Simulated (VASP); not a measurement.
# Zn (P6/mmm) in VASP: further runs

Runs on Zn. Level: PBE. Tasks: single point.

Program: VASP 6.6.1. These are calculated values, not measurements. Logs are shortened: lines on timing, memory, paths and dates and some standing lists are left out, and cuts for length are marked.

### Step 1. The cell of the first run

It takes space group P6/mmm (No. 191, hexagonal). The conventional cell has a = 3.984 Å, b = 3.984 Å, c = 2.412 Å, α = 90.00°, β = 90.00°, γ = 120.00°. Zn (site symmetry 6/mmm) has 14 Zn at 2.41 to 2.60 Å within 3.2 Å. Within 3.0 Å of Zn (site symmetry -6m2) lie 11 Zn at 2.30 to 2.60 Å.

This isn't the form of Zn at room conditions, which is hcp.

### Step 2. Single point, PBE

INCAR reads:

```
SYSTEM = Zn
PREC     = Accurate       ! precision mode
ENCUT    = 520            ! plane-wave cutoff, eV
EDIFF    = 1E-6           ! SCF threshold, eV
ISMEAR   = -1             ! smearing method
SIGMA    = 0.05           ! smearing width, eV
LREAL    = .FALSE.        ! projectors in reciprocal space
LASPH    = .TRUE.         ! aspherical terms in the spheres
NELM     = 60             ! most SCF steps
ALGO     = Normal         ! electronic algorithm
ISIF     = 2              ! what is computed and relaxed
LWAVE    = .FALSE.        ! write WAVECAR
LCHARG   = .FALSE.        ! write CHGCAR
GGA      = PE             ! functional
NBANDS   = 25             ! bands
```

KPOINTS reads:

```
regular mesh
0
G
  9 9 13
  0 0 0
```

POSCAR reads:

```
Zn
1.0
    3.9840595043      0.0000000000      0.0000000000
   -1.9920297521      3.4502967409      0.0000000000
    0.0000000000      0.0000000000      2.4121586822
Zn
3
Direct
    0.0000000000      0.0000000000      0.0000000000
    0.3333333333      0.6666666667      0.5000000000
    0.6666666667      0.3333333333      0.5000000000
```

Potentials or basis: VASP PAW PBE potentials, release 64 (Zn).

Run with:

```console
$ cat potpaw_PBE.64/Zn/POTCAR > POTCAR
$ mpirun -np 1 vasp_std > vasp.out
```

OUTCAR:

```text
SYSTEM = Zn
   PREC = Accurate
   ENCUT = 520
   EDIFF = 1E-6
   ISMEAR = -1
   LREAL = .FALSE.
   LASPH = .TRUE.
   NELM = 60
   ISIF = 2
   GGA = PE

 ion  position               nearest neighbor table
   1  0.000  0.000  0.000-   2 2.60   3 2.60   2 2.60   3 2.60   2 2.60   2 2.60   3 2.60   3 2.60
                             3 2.60   3 2.60   2 2.60   2 2.60
   2  0.333  0.667  0.500-   3 2.30   3 2.30   3 2.30   1 2.60   1 2.60   1 2.60   1 2.60   1 2.60
                             1 2.60
   3  0.667  0.333  0.500-   2 2.30   2 2.30   2 2.30   1 2.60   1 2.60   1 2.60   1 2.60   1 2.60
                             1 2.60

  LATTYP: Found a hexagonal cell.
 ALAT       =     3.9840595043
 C/A-ratio  =     0.6054524737

  Lattice vectors:

 A1 = (   3.9840595043,   0.0000000000,   0.0000000000)
 A2 = (  -1.9920297521,   3.4502967409,   0.0000000000)
 A3 = (   0.0000000000,   0.0000000000,   2.4121586822)

Analysis of symmetry for initial positions (statically):
=====================================================================
 Subroutine PRICEL returns:
 Original cell was already a primitive cell.

 Routine SETGRP: Setting up the symmetry group for a
 hexagonal supercell.

 Subroutine GETGRP returns: Found 24 space group operations
 (whereof 24 operations were pure point group operations)
 out of a pool of 24 trial point group operations.

The static configuration has the point symmetry D_6h.

Analysis of symmetry for dynamics (positions and initial velocities):
=====================================================================
 Subroutine PRICEL returns:
 Original cell was already a primitive cell.

 Routine SETGRP: Setting up the symmetry group for a
 hexagonal supercell.

 Subroutine GETGRP returns: Found 24 space group operations
 (whereof 24 operations were pure point group operations)
 out of a pool of 24 trial point group operations.

The dynamic configuration has the point symmetry D_6h.

 Subroutine INISYM returns: Found 24 space group operations
 (whereof 24 operations are pure point group operations),
 and found     1 'primitive' translations

----------------------------------------------------------------------------------------

                                     Primitive cell

  volume of cell :      33.1580

  direct lattice vectors                    reciprocal lattice vectors
     3.984059504  0.000000000  0.000000000     0.251000267  0.144915072  0.000000000
    -1.992029752  3.450296741  0.000000000     0.000000000  0.289830144  0.000000000
     0.000000000  0.000000000  2.412158682     0.000000000  0.000000000  0.414566424

  length of vectors
     3.984059504  3.984059504  2.412158682     0.289830144  0.289830144  0.414566424

  position of ions in fractional coordinates (direct lattice)
     0.000000000  0.000000000  0.000000000
     0.333333333  0.666666667  0.500000000
     0.666666667  0.333333333  0.500000000

  ion indices of the primitive-cell ions
   primitive index   ion index
                 1           1
                 2           2
                 3           3

----------------------------------------------------------------------------------------

 KPOINTS: regular mesh

Automatic generation of k-mesh.
 Grid dimensions read from file:
 generate k-points for:    9    9   13

 Generating k-lattice:

  Cartesian coordinates                     Fractional coordinates (reciprocal lattice)
     0.027888919  0.016101675  0.000000000     0.111111111 -0.000000000  0.000000000
     0.000000000  0.032203349  0.000000000     0.000000000  0.111111111  0.000000000
     0.000000000  0.000000000  0.031889725     0.000000000  0.000000000  0.076923077

  Length of vectors
     0.032203349  0.032203349  0.031889725

  Shift w.r.t. Gamma in fractional coordinates (k-lattice)
     0.000000000  0.000000000  0.000000000

 Subroutine IBZKPT returns following result:
 ===========================================

 Found     84 irreducible k-points:

 Following reciprocal coordinates:
            Coordinates               Weight
  0.000000  0.000000  0.000000      1.000000
  0.111111 -0.000000  0.000000      6.000000
  0.222222 -0.000000  0.000000      6.000000
  0.333333  0.000000  0.000000      6.000000
  0.444444 -0.000000  0.000000      6.000000
  0.111111  0.111111  0.000000      6.000000
[... 16 lines left out ...]
  0.333333  0.222222  0.076923     24.000000
  0.333333  0.333333  0.076923      4.000000
 [... further k-points ...]
   k-points           NKPTS =     84   k-points in BZ     NKDIM =     84   number of bands    NBANDS=     25
   number of dos      NEDOS =    301   number of ions     NIONS =      3
   total plane-waves  NPLWV =  16200
   dimension x,y,z NGX =    30 NGY =   30 NGZ =   18
   dimension x,y,z NGXF=    60 NGYF=   60 NGZF=   36
   ions per type =               3
   NGX,Y,Z   is equivalent  to a cutoff of  12.52, 12.52, 12.41 a.u.
   NGXF,Y,Z  is equivalent  to a cutoff of  25.04, 25.04, 24.81 a.u.
 SYSTEM =  Zn
   PREC   = accura    normal or accurate (medium, high low for compatibility)
   ISTART =      0    job   : 0-new  1-cont  2-samecut
   ICHARG =      2    charge: 1-file 2-atom 10-const
   ISPIN  =      1    spin polarized calculation?
   LNONCOLLINEAR =      F non collinear calculations
   LSORBIT =      F    spin-orbit coupling
   LASPH  =      T    aspherical Exc in radial PAW
   ENCUT  =  520.0 eV  38.22 Ry    6.18 a.u.   7.41  7.41  4.49*2*pi/ulx,y,z
   NELM   =     60;   NELMIN=  2; NELMDL= -5     # of ELM steps
   EDIFF  = 0.1E-05   stopping-criterion for ELM
   LREAL  =      F    real-space projection
   EDIFFG = 0.1E-04   stopping-criterion for IOM
   NSW    =      0    number of steps for IOM
   IBRION =     -1    ionic relax: 0-MD 1-quasi-New 2-CG
   NFREE  =      0    steps in history (QN), initial steepest desc. (CG)
   ISIF   =      2    stress and relaxation
   ISYM   =      2    0-nonsym 1-usesym 2-fastsym
   POTIM  = 0.5000    time-step for ionic-motion
   TEBEG  =    0.0;   TEEND  =   0.0 temperature during run
   PSTRESS=    0.0 pullay stress
   NELECT =      36.0000    total number of electrons
   NUPDOWN=      -1.0000    fix difference up-down
   EMIN   =  10.00;   EMAX   =-10.00  energy-range for DOS
   EFERMI =   0.00;   METHOD = LEGACY
   ISMEAR =    -1;   SIGMA  =   0.05  broadening in eV -4-tet -1-fermi 0-gaus
   EFERMI_NEDOS =   21; number of points for ismear=-14 and -15
   IALGO  =     38    algorithm
   IMIX   =      4    mixing-type and parameters
     AMIX     =   0.40;   BMIX     =  1.00
     AMIX_MAG =   1.60;   BMIX_MAG =  1.00
  volume/ion in A,a.u.               =      11.05        74.59
  Fermi-wavevector in a.u.,A,eV,Ry     =   1.682595  3.179644 38.519811  2.831126
  Thomas-Fermi vector in A             =   2.765946
   LORBIT       =      0    0 simple, 1 ext, 2 COOP (PROOUT), +10 PAW based schemes
   GGA     = PE    functional components
   LHFCALC =     F    Hartree Fock is set to
   AEXX    =    0.0000 exact exchange contribution
   IVDW    =     0    specifies the selected vdW correction
   LEPSILON=     F    determine dielectric tensor
   LRPA    =     F    only Hartree local field effects (RPA)
 non-spin polarized calculation
  energy-cutoff  :      520.00
  volume of cell :       33.16
 maximum number of plane-waves:       927
 NGX is ok and might be reduce to    30
   NGX = 15   NGY = 15   NGZ =  9

 number of electron      35.9999994 magnetization

 Free energy of the ion-electron system (eV)
  ---------------------------------------------------
  ext. energy  EPLUGINS =         0.00000000
  ---------------------------------------------------
  free energy    TOTEN  =        -1.40393213 eV

  energy without entropy =       -1.40003278  energy(sigma->0) =       -1.40198245

 E-fermi :   6.3828     XC(G=0): -13.3368

 val. band max:        6.3612912386   @ k =   0.4444  -0.0000   0.2308
 cond. band min:       6.4918506711   @ k =   0.2222  -0.0000   0.1538
 fundamental gap:      0.1305594325
 Fermi energy:         6.3828353218

 k-point     1 :       0.0000    0.0000    0.0000
  band No.  band energies     occupation
      1      -7.4866      2.00000
      2      -4.1782      2.00000
      3      -3.3031      2.00000
      4      -3.2628      2.00000
      5      -3.2628      2.00000
      6      -3.1708      2.00000
[... 17 lines left out ...]
     24      23.1597      0.00000
     25      29.4534      0.00000

 k-point     2 :       0.1111   -0.0000    0.0000
  band No.  band energies     occupation
      1      -7.3231      2.00000
      2      -4.1547      2.00000
      3      -3.5328      2.00000
      4      -3.4133      2.00000
      5      -3.3439      2.00000
      6      -3.1881      2.00000
[... 17 lines left out ...]
     24      23.2289      0.00000
     25      27.2726      0.00000

 k-point     3 :       0.2222   -0.0000    0.0000
  band No.  band energies     occupation
      1      -6.8422      2.00000
      2      -4.1222      2.00000
      3      -3.8202      2.00000
      4      -3.5060      2.00000
      5      -3.4702      2.00000
      6      -3.2401      2.00000
[... 17 lines left out ...]
     24      23.3727      0.00000
     25      23.9488      0.00000

 k-point     4 :       0.3333    0.0000    0.0000
  band No.  band energies     occupation
      1      -6.0822      2.00000
      2      -4.2468      2.00000
      3      -3.8992      2.00000
      4      -3.6388      2.00000
      5      -3.5246      2.00000
      6      -3.3420      2.00000
[... 17 lines left out ...]
     24      20.7648      0.00000
     25      21.2667      0.00000
[... 477 lines left out ...]
 k-point    22 :       0.2222    0.2222    0.0769
  band No.  band energies     occupation
      1      -5.5422      2.00000
      2      -4.2430      2.00000
      3      -4.0084      2.00000
      4      -3.6941      2.00000
      5      -3.4119      2.00000
      6      -3.2232      2.00000
[... 17 lines left out ...]
     24      18.1685      0.00000
     25      22.3523      0.00000

 k-point    23 :       0.3333    0.2222    0.0769
  band No.  band energies     occupation
      1      -4.8299      2.00000
      2      -4.3779      2.00000
      3      -4.1798      2.00000
      4      -3.5678      2.00000
      5      -3.4672      2.00000
      6      -3.2914      2.00000
[... 17 lines left out ...]
     24      20.2084      0.00000
     25      20.9990      0.00000

 k-point    24 :       0.3333    0.3333    0.0769
  band No.  band energies     occupation
      1      -4.6445      2.00000
      2      -4.2955      2.00000
      3      -4.2955      2.00000
      4      -3.4976      2.00000
      5      -3.4976      2.00000
      6      -3.3016      2.00000
[... 17 lines left out ...]
     24      20.4308      0.00000
     25      22.1094      0.00000

 [... further k-points ...]
[... 5 lines left out ...]
  --------------------------------------------------------------------------------------
  -------------------------------------------------------------------------------------
  Total       11.4046429     11.4046429     11.3613218      0.0000000      0.0000000     -0.0000000
  in kB      551.0666571    551.0666571    548.9734028      0.0000000      0.0000000     -0.0000000
  external PRESSURE =     550.3689057 kB  Pullay stress =       0.0000000 kB

 VOLUME and BASIS-vectors are now :
 -----------------------------------------------------------------------------
  energy-cutoff  :      520.00
  volume of cell :       33.16
      direct lattice vectors                 reciprocal lattice vectors
     3.984059504  0.000000000  0.000000000     0.251000267  0.144915072  0.000000000
    -1.992029752  3.450296741  0.000000000     0.000000000  0.289830144  0.000000000
     0.000000000  0.000000000  2.412158682     0.000000000  0.000000000  0.414566424

 POSITION                                       TOTAL-FORCE (eV/Angst)
 -----------------------------------------------------------------------------------
      0.00000      0.00000      0.00000         0.000000      0.000000      0.000000
     -0.00000      2.30020      1.20608        -0.000000      0.000000      0.000000
      1.99203      1.15010      1.20608         0.000000     -0.000000      0.000000
 -----------------------------------------------------------------------------------
    total drift:                               -0.000000      0.000000      0.000000

  FREE ENERGIE OF THE ION-ELECTRON SYSTEM (eV)
  ---------------------------------------------------
  free  energy   TOTEN  =        -1.4039321301 eV

  energy  without entropy=       -1.4000327756  energy(sigma->0) =       -1.40198245
```

Run time: 67 s. Hardware: 1 thread of Intel Xeon 8259CL, shared host; peak memory 0.18 GiB.

Results:

```
Free energy            : -1.4039 eV
Pressure               : 55.0 GPa
Band gap on the k mesh : zero (bands 18 and 19 overlap by 5.30 eV)
```

Stress tensor (GPa, compression positive):
```
55.11  0.00  0.00
 0.00 55.11  0.00
 0.00  0.00 54.90
```

Caveat: the cell stands under pressure.

### Step 3. Single point, PBE

INCAR reads:

```
SYSTEM = Zn
PREC = Accurate
ENCUT = 520
EDIFF = 1E-6
ISMEAR = -1
SIGMA = 0.05
LREAL = .False.
LASPH = .True.
NELM = 60
ALGO = Normal
ISIF = 2
LWAVE = .False.
LCHARG = .True.
GGA = PE
LELF = .True.
LVHAR = .True.
NBANDS = 25
```

KPOINTS reads:

```
regular mesh
0
Gamma
  9 9 13
  0 0 0
```

POSCAR reads:

```
Zn
1.0
    3.9844592371      0.0000000000      0.0000000000
   -1.9922296185      3.4506429197      0.0000000000
    0.0000000000      0.0000000000      2.4117463679
Zn
3
Direct
    0.0000000000      0.0000000000      0.0000000000
    0.3333333333      0.6666666667      0.5000000000
    0.6666666667      0.3333333333      0.5000000000
```

Potentials or basis: VASP PAW PBE potentials, release 64 (Zn).

Run with:

```console
$ cat potpaw_PBE.64/Zn/POTCAR > POTCAR
$ mpirun -np 1 vasp_std > vasp.out
```

OUTCAR:

```text
SYSTEM = Zn
   PREC = Accurate
   ENCUT = 520
   EDIFF = 1E-6
   ISMEAR = -1
   LREAL = .False.
   LASPH = .True.
   NELM = 60
   ISIF = 2
   GGA = PE

 ion  position               nearest neighbor table
   1  0.000  0.000  0.000-   2 2.60   3 2.60   2 2.60   3 2.60   2 2.60   2 2.60   3 2.60   3 2.60
                             3 2.60   3 2.60   2 2.60   2 2.60
   2  0.333  0.667  0.500-   3 2.30   3 2.30   3 2.30   1 2.60   1 2.60   1 2.60   1 2.60   1 2.60
                             1 2.60
   3  0.667  0.333  0.500-   2 2.30   2 2.30   2 2.30   1 2.60   1 2.60   1 2.60   1 2.60   1 2.60
                             1 2.60

  LATTYP: Found a hexagonal cell.
 ALAT       =     3.9844592371
 C/A-ratio  =     0.6052882523

  Lattice vectors:

 A1 = (   3.9844592371,   0.0000000000,   0.0000000000)
 A2 = (  -1.9922296185,   3.4506429197,   0.0000000000)
 A3 = (   0.0000000000,   0.0000000000,   2.4117463679)

Analysis of symmetry for initial positions (statically):
=====================================================================
 Subroutine PRICEL returns:
 Original cell was already a primitive cell.

 Routine SETGRP: Setting up the symmetry group for a
 hexagonal supercell.

[... 163 lines left out ...]
  ---------------------------------------------------
  free energy    TOTEN  =        -1.40427688 eV

  energy without entropy =       -1.40037759  energy(sigma->0) =       -1.40232723

 E-fermi :   6.3820     XC(G=0): -13.3366

 val. band max:        6.3588870448   @ k =   0.4444   0.0000   0.2308
 cond. band min:       6.4892481268   @ k =   0.2222   0.0000   0.1538
 fundamental gap:      0.1303610820
 Fermi energy:         6.3820018768

 k-point     1 :       0.0000    0.0000    0.0000
  band No.  band energies     occupation
      1      -7.4866      2.00000
      2      -4.1786      2.00000
      3      -3.3044      2.00000
      4      -3.2629      2.00000
      5      -3.2629      2.00000
      6      -3.1709      2.00000
[... 661 lines left out ...]
     24      20.4373      0.00000
     25      22.0988      0.00000

 [... further k-points ...]
[... 5 lines left out ...]
  --------------------------------------------------------------------------------------
  -------------------------------------------------------------------------------------
  Total       11.3972033     11.3972033     11.3741940      0.0000000      0.0000000      0.0000000
  in kB      550.6908210    550.6908210    549.5790533      0.0000000      0.0000000      0.0000000
  external PRESSURE =     550.3202318 kB  Pullay stress =       0.0000000 kB

 VOLUME and BASIS-vectors are now :
 -----------------------------------------------------------------------------
  energy-cutoff  :      520.00
  volume of cell :       33.16
      direct lattice vectors                 reciprocal lattice vectors
     3.984459237  0.000000000  0.000000000     0.250975086  0.144900534  0.000000000
    -1.992229618  3.450642920  0.000000000     0.000000000  0.289801067  0.000000000
     0.000000000  0.000000000  2.411746368     0.000000000  0.000000000  0.414637299

 POSITION                                       TOTAL-FORCE (eV/Angst)
 -----------------------------------------------------------------------------------
      0.00000      0.00000      0.00000         0.000000     -0.000000      0.000000
     -0.00000      2.30043      1.20587        -0.000000      0.000000     -0.000000
      1.99223      1.15021      1.20587        -0.000000     -0.000000      0.000000
 -----------------------------------------------------------------------------------
    total drift:                               -0.000000      0.000000      0.000000

  FREE ENERGIE OF THE ION-ELECTRON SYSTEM (eV)
  ---------------------------------------------------
  free  energy   TOTEN  =        -1.4042768823 eV

  energy  without entropy=       -1.4003775857  energy(sigma->0) =       -1.40232723
```

stdout:

```text
POSCAR found type information on POSCAR Zn
 POSCAR found :  1 types and       3 ions
 scaLAPACK will be used
 LDA part: xc-table for (Slater+PW92), standard interpolation
 POSCAR, INCAR and KPOINTS ok, starting setup
 FFT: planning ... GRIDC
 FFT: planning ... GRID_SOFT
 FFT: planning ... GRID
 WAVECAR not read
 entering main loop
```

Run time: 70 s. Hardware: 1 thread of Intel Xeon 8259CL, shared host; peak memory 0.18 GiB.

Results:

- Free energy: -1.4043 eV
- Pressure: 55.0 GPa
- Band gap on the k mesh: zero (bands 18 and 19 overlap by 5.30 eV)

Stress tensor (GPa, compression positive):
```
55.07  0.00  0.00
 0.00 55.07  0.00
 0.00  0.00 54.96
```

Caveat: the cell stands under pressure.
